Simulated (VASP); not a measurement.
# Pb in VASP: single point with PBEsol+D3(BJ)

Aim: the single point of Pb with PBEsol+D3(BJ).

Program: VASP 6.6.1. These are calculated values, not measurements. Logs are shortened: lines on timing, memory, paths and dates and some standing lists are left out, and cuts for length are marked.

## (1) The cell of the first run

The cell holds a slab with vacuum, 3 atoms: a = 3.500 Å, b = 3.500 Å, c = 18.950 Å, α = 90.00°, β = 90.00°, γ = 90.00°.

## (2) Single point, PBEsol+D3(BJ)

File INCAR:

```
  PREC = Accurate
  ENCUT = 400
  EDIFF = 1E-6
  ISMEAR = 0
  SIGMA = 0.05
  LREAL = False
  LASPH = True
  NELM = 120
  ALGO = Normal
  ISIF = 2
  LWAVE = False
  LCHARG = False
  LDIPOL = True
  IDIPOL = 3
  DIPOL = 0.5 0.5 0.500
  GGA = PS
  IVDW = 12
  NBANDS = 28
  GGA_COMPAT = False
  NELMDL = -8
```

File KPOINTS:

```
Automatic mesh
0
Gamma
  5 5 1
```

File POSCAR:

```
Pb
1.0
    3.5002068511      0.0000000000      0.0000000000
    0.0000000000      3.5002068511      0.0000000000
    0.0000000000      0.0000000000     18.9500400000
Pb
3
Direct
    0.0000000000      0.0000000000      0.3693923601
    0.5000000000      0.5000000000      0.5000000000
    0.0000000000      1.0000000000      0.6306076399
```

Potentials or basis: VASP PAW PBE potentials, release 64 (Pb_d).

On the command line:

```
cat potpaw_PBE.64/Pb_d/POTCAR > POTCAR
mpirun -np 1 vasp_std > vasp.out
```

OUTCAR:

```text
PREC = Accurate
   ENCUT = 400
   EDIFF = 1E-6
   ISMEAR = 0
   LREAL = False
   LASPH = True
   NELM = 120
   ISIF = 2
   GGA = PS
   IVDW = 12
   NELMDL = -8
 IVDW          = 12

 ion  position               nearest neighbor table
   1  0.000  0.000  0.369-   2 3.50   2 3.50   2 3.50   2 3.50
   2  0.500  0.500  0.500-   1 3.50   3 3.50   1 3.50   3 3.50   1 3.50   3 3.50   1 3.50   3 3.50

   3  0.000  0.000  0.631-   2 3.50   2 3.50   2 3.50   2 3.50

  LATTYP: Found a simple tetragonal cell.
 ALAT       =     3.5002068511
 C/A-ratio  =     5.4139771751

  Lattice vectors:

 A1 = (   3.5002068511,   0.0000000000,   0.0000000000)
 A2 = (   0.0000000000,   3.5002068511,   0.0000000000)
 A3 = (   0.0000000000,   0.0000000000,  18.9500400000)

Analysis of symmetry for initial positions (statically):
=====================================================================
 Subroutine PRICEL returns:
 Original cell was already a primitive cell.

 Routine SETGRP: Setting up the symmetry group for a
 simple tetragonal supercell.

 Subroutine GETGRP returns: Found 16 space group operations
 (whereof 16 operations were pure point group operations)
 out of a pool of 16 trial point group operations.

The static configuration has the point symmetry D_4h.

Analysis of symmetry for dynamics (positions and initial velocities):
=====================================================================
 Subroutine PRICEL returns:
 Original cell was already a primitive cell.

 Routine SETGRP: Setting up the symmetry group for a
 simple tetragonal supercell.

 Subroutine GETGRP returns: Found 16 space group operations
 (whereof 16 operations were pure point group operations)
 out of a pool of 16 trial point group operations.

The dynamic configuration has the point symmetry D_4h.

 Subroutine INISYM returns: Found 16 space group operations
 (whereof 16 operations are pure point group operations),
 and found     1 'primitive' translations

----------------------------------------------------------------------------------------

                                     Primitive cell

  volume of cell :     232.1654

  direct lattice vectors                    reciprocal lattice vectors
     3.500206851  0.000000000  0.000000000     0.285697401  0.000000000  0.000000000
     0.000000000  3.500206851  0.000000000     0.000000000  0.285697401  0.000000000
     0.000000000  0.000000000 18.950040000     0.000000000  0.000000000  0.052770337

  length of vectors
     3.500206851  3.500206851 18.950040000     0.285697401  0.285697401  0.052770337

  position of ions in fractional coordinates (direct lattice)
     0.000000000  0.000000000  0.369392360
     0.500000000  0.500000000  0.500000000
     0.000000000  0.000000000  0.630607640

  ion indices of the primitive-cell ions
   primitive index   ion index
                 1           1
                 2           2
                 3           3

----------------------------------------------------------------------------------------

 KPOINTS: Automatic mesh

Automatic generation of k-mesh.
 Grid dimensions read from file:
 generate k-points for:    5    5    1

 Generating k-lattice:

  Cartesian coordinates                     Fractional coordinates (reciprocal lattice)
     0.057139480  0.000000000  0.000000000     0.200000000  0.000000000  0.000000000
     0.000000000  0.057139480  0.000000000     0.000000000  0.200000000  0.000000000
     0.000000000  0.000000000  0.052770337     0.000000000  0.000000000  1.000000000

  Length of vectors
     0.057139480  0.057139480  0.052770337

  Shift w.r.t. Gamma in fractional coordinates (k-lattice)
     0.000000000  0.000000000  0.000000000

 Subroutine IBZKPT returns following result:
 ===========================================

 Found      6 irreducible k-points:

 Following reciprocal coordinates:
            Coordinates               Weight
  0.000000  0.000000  0.000000      1.000000
  0.200000  0.000000  0.000000      4.000000
  0.400000  0.000000  0.000000      4.000000
  0.200000  0.200000  0.000000      4.000000
  0.400000  0.200000  0.000000      8.000000
  0.400000  0.400000  0.000000      4.000000
   k-points           NKPTS =      6   k-points in BZ     NKDIM =      6   number of bands    NBANDS=     28
   number of dos      NEDOS =    301   number of ions     NIONS =      3
   total plane-waves  NPLWV =  72576
   dimension x,y,z NGX =    24 NGY =   24 NGZ =  126
   dimension x,y,z NGXF=    48 NGYF=   48 NGZF=  252
   ions per type =               3
   NGX,Y,Z   is equivalent  to a cutoff of  11.40, 11.40, 11.05 a.u.
   NGXF,Y,Z  is equivalent  to a cutoff of  22.80, 22.80, 22.11 a.u.
 SYSTEM =  unknown system
   PREC   = accura    normal or accurate (medium, high low for compatibility)
   ISTART =      0    job   : 0-new  1-cont  2-samecut
   ICHARG =      2    charge: 1-file 2-atom 10-const
   ISPIN  =      1    spin polarized calculation?
   LNONCOLLINEAR =      F non collinear calculations
   LSORBIT =      F    spin-orbit coupling
   LASPH  =      T    aspherical Exc in radial PAW
   ENCUT  =  400.0 eV  29.40 Ry    5.42 a.u.   5.71  5.71 30.90*2*pi/ulx,y,z
   NELM   =    120;   NELMIN=  2; NELMDL= -8     # of ELM steps
   EDIFF  = 0.1E-05   stopping-criterion for ELM
   LREAL  =      F    real-space projection
   EDIFFG = 0.1E-04   stopping-criterion for IOM
   NSW    =      0    number of steps for IOM
   IBRION =     -1    ionic relax: 0-MD 1-quasi-New 2-CG
   NFREE  =      0    steps in history (QN), initial steepest desc. (CG)
   ISIF   =      2    stress and relaxation
   ISYM   =      2    0-nonsym 1-usesym 2-fastsym
   POTIM  = 0.5000    time-step for ionic-motion
   TEBEG  =    0.0;   TEEND  =   0.0 temperature during run
   PSTRESS=    0.0 pullay stress
   NELECT =      42.0000    total number of electrons
   NUPDOWN=      -1.0000    fix difference up-down
   EMIN   =  10.00;   EMAX   =-10.00  energy-range for DOS
   EFERMI =   0.00;   METHOD = LEGACY
   ISMEAR =     0;   SIGMA  =   0.05  broadening in eV -4-tet -1-fermi 0-gaus
   EFERMI_NEDOS =   21; number of points for ismear=-14 and -15
   IALGO  =     38    algorithm
   IMIX   =      4    mixing-type and parameters
     AMIX     =   0.40;   BMIX     =  1.00
     AMIX_MAG =   1.60;   BMIX_MAG =  1.00
  volume/ion in A,a.u.               =      77.39       522.24
  Fermi-wavevector in a.u.,A,eV,Ry     =   0.925889  1.749676 11.663863  0.857270
  Thomas-Fermi vector in A             =   2.051792
   LORBIT       =      0    0 simple, 1 ext, 2 COOP (PROOUT), +10 PAW based schemes
   GGA     = PS    functional components
   LHFCALC =     F    Hartree Fock is set to
   AEXX    =    0.0000 exact exchange contribution
   IVDW    =    12    specifies the selected vdW correction
   LEPSILON=     F    determine dielectric tensor
   LRPA    =     F    only Hartree local field effects (RPA)
 non-spin polarized calculation
 Gauss-broadening in eV      SIGMA  =   0.05
  energy-cutoff  :      400.00
  volume of cell :      232.17
 maximum number of plane-waves:      4228
 NGX is ok and might be reduce to    24
   NGX = 11   NGY = 11   NGZ = 61

 dipolmoment           0.000000      0.000000      0.000000 electrons x Angstroem

 number of electron      41.9999997 magnetization

 dipolmoment           0.000000      0.000000     -0.000000 electrons x Angstroem

 Free energy of the ion-electron system (eV)
  ---------------------------------------------------
  ext. energy  EPLUGINS =         0.00000000
  ---------------------------------------------------
  free energy    TOTEN  =       -11.27128164 eV

  energy without entropy =      -11.26485696  energy(sigma->0) =      -11.26806930

 E-fermi :   0.5780     XC(G=0):  -4.8659

 val. band max:        0.4133929869   @ k =   0.4000   0.4000   0.0000
 cond. band min:       0.5874998719   @ k =   0.2000   0.2000   0.0000
 fundamental gap:      0.1741068850
 Fermi energy:         0.5779930890

 k-point     1 :       0.0000    0.0000    0.0000
  band No.  band energies     occupation
      1     -16.5084      2.00000
      2     -16.4877      2.00000
      3     -16.4724      2.00000
      4     -16.4424      2.00000
      5     -16.3632      2.00000
      6     -16.3632      2.00000
[... 20 lines left out ...]
     27       5.2896      0.00000
     28       5.5790      0.00000

 k-point     2 :       0.2000    0.0000    0.0000
  band No.  band energies     occupation
      1     -16.4750      2.00000
      2     -16.4575      2.00000
      3     -16.4074      2.00000
      4     -16.4044      2.00000
      5     -16.3672      2.00000
      6     -16.3596      2.00000
[... 20 lines left out ...]
     27       5.3170      0.00000
     28       5.8321      0.00000

 k-point     3 :       0.4000    0.0000    0.0000
  band No.  band energies     occupation
      1     -16.4517      2.00000
      2     -16.4464      2.00000
      3     -16.4252      2.00000
      4     -16.4067      2.00000
      5     -16.3431      2.00000
      6     -16.3263      2.00000
[... 20 lines left out ...]
     27       5.8330      0.00000
     28       6.2585      0.00000

 k-point     4 :       0.2000    0.2000    0.0000
  band No.  band energies     occupation
      1     -16.4153      2.00000
      2     -16.4145      2.00000
      3     -16.3975      2.00000
      4     -16.3778      2.00000
      5     -16.3654      2.00000
      6     -16.3572      2.00000
[... 20 lines left out ...]
     27       4.8797      0.00000
     28       5.1033      0.00000

 k-point     5 :       0.4000    0.2000    0.0000
  band No.  band energies     occupation
      1     -16.4386      2.00000
      2     -16.4170      2.00000
      3     -16.4000      2.00000
      4     -16.3951      2.00000
      5     -16.3753      2.00000
      6     -16.3556      2.00000
[... 20 lines left out ...]
     27       4.0565      0.00000
     28       6.0952      0.00000

 k-point     6 :       0.4000    0.4000    0.0000
  band No.  band energies     occupation
      1     -16.4803      2.00000
      2     -16.4679      2.00000
      3     -16.4139      2.00000
      4     -16.3944      2.00000
      5     -16.3911      2.00000
      6     -16.3692      2.00000
[... 20 lines left out ...]
     27       2.9821      0.00000
     28       6.0187      0.00000

------------------------ aborting loop because EDIFF is reached ----------------------------------------

 vacuum level on the upper side and lower side of the slab       (xc-potential included)        -0.162        -0.162

 Edisp (eV)   -0.81261

 E8    (eV) :    -0.6071

  FORCE on cell =-STRESS in cart. coord.  units (eV):
  Direction    XX          YY          ZZ          XY          YZ          ZX
  --------------------------------------------------------------------------------------
  -------------------------------------------------------------------------------------
  Total      -2.51922    -2.51922    -1.20427     0.00000     0.00000     0.00000
  in kB     -17.38521   -17.38521    -8.31067     0.00000     0.00000     0.00000
  external pressure =      -14.36 kB  Pullay stress =        0.00 kB

 VOLUME and BASIS-vectors are now :
 -----------------------------------------------------------------------------
  energy-cutoff  :      400.00
  volume of cell :      232.17
      direct lattice vectors                 reciprocal lattice vectors
     3.500206851  0.000000000  0.000000000     0.285697401  0.000000000  0.000000000
     0.000000000  3.500206851  0.000000000     0.000000000  0.285697401  0.000000000
     0.000000000  0.000000000 18.950040000     0.000000000  0.000000000  0.052770337

 POSITION                                       TOTAL-FORCE (eV/Angst)
 -----------------------------------------------------------------------------------
      0.00000      0.00000      7.00000         0.000000      0.000000      0.229769
      1.75010      1.75010      9.47502        -0.000000     -0.000000      0.000000
      0.00000      0.00000     11.95004         0.000000      0.000000     -0.229769
 -----------------------------------------------------------------------------------
    total drift:                                0.000000      0.000000     -0.000000

  FREE ENERGIE OF THE ION-ELECTRON SYSTEM (eV)
  ---------------------------------------------------
  free  energy   TOTEN  =       -12.0838960224 eV

  energy  without entropy=      -12.0774713511  energy(sigma->0) =      -12.08068369

 vacuum level on the upper side and lower side of the slab         4.056         4.056
```

It took 95 s on 1 thread of Intel Xeon 8259CL, shared host; peak memory 0.25 GiB.

What came out:

```yaml
Free_energy: -12.0839 eV
Largest_force: 0.230 eV/Å
Band_gap_on_the_k_mesh: zero (bands 21 and 22 overlap by 3.45 eV)
Dispersion_energy_per_atom: -0.271 eV
```

Forces in eV/Å, atoms in the order of the input:
```
Pb   0.000  0.000  0.230
Pb   0.000  0.000  0.000
Pb   0.000  0.000 -0.230
```

Levels at points of the mesh, in eV from the Fermi level:
| k point | band 18 | band 19 | band 20 | band 21 | band 22 | band 23 |
| --- | --- | --- | --- | --- | --- | --- |
| (0.00, 0.00, 0.00) | -7.83 | -2.29 | 0.25 | 2.70 | 2.70 | 2.84 |

Caveat: three body term missing; the PAW data sets were made with another functional, which shifts forces and pressure a little; spin-orbit coupling is left out, which moves the levels of the heavy elements.

The gap in the log of VASP goes by the Fermi energy; the results here count the filled bands.